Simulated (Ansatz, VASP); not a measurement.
**SnSe: VASP beside Ansatz**

```
Sn Se
1.0
    11.48162    0.00000    0.00000
     0.00000    4.16751    0.00000
     0.00000    0.00000    4.38632
Sn Se
4 4
Cartesian
  1.3505 1.0419 0.4182
  4.3903 3.1256 2.6114
  7.0913 1.0419 1.7750
  10.1311 3.1256 3.9681
  4.0987 1.0419 0.1010
  1.6421 3.1256 2.2942
  9.8395 1.0419 2.0921
  7.3829 3.1256 4.2853
```

Alike in both runs: task single point; functional PBE; dispersion D3(BJ); k mesh 4 × 8 × 8; occupations gaussian, width 0.02 eV; no spin polarisation.

```csv
,VASP,Ansatz
version,VASP 6.6.1,Ansatz 0.2.0
potentials or method,"VASP PAW PBE potentials, release 64 (Sn_d, Se), cutoff 520 eV","scalar-relativistic, plane waves, PAW"
valence electrons in the cell,80,120
```

|  | VASP | Ansatz | Ansatz less VASP |
| --- | --- | --- | --- |
| gap on the k mesh at the Fermi level (eV) | 0.56 | 0.57 | +0.009 |
| least direct gap on the mesh (eV) | 0.83 | 0.84 | +0.009 |

VASP's potentials hold 80 valence electrons a cell and Ansatz's 120, so a difference there can come from the potentials and not from the codes.
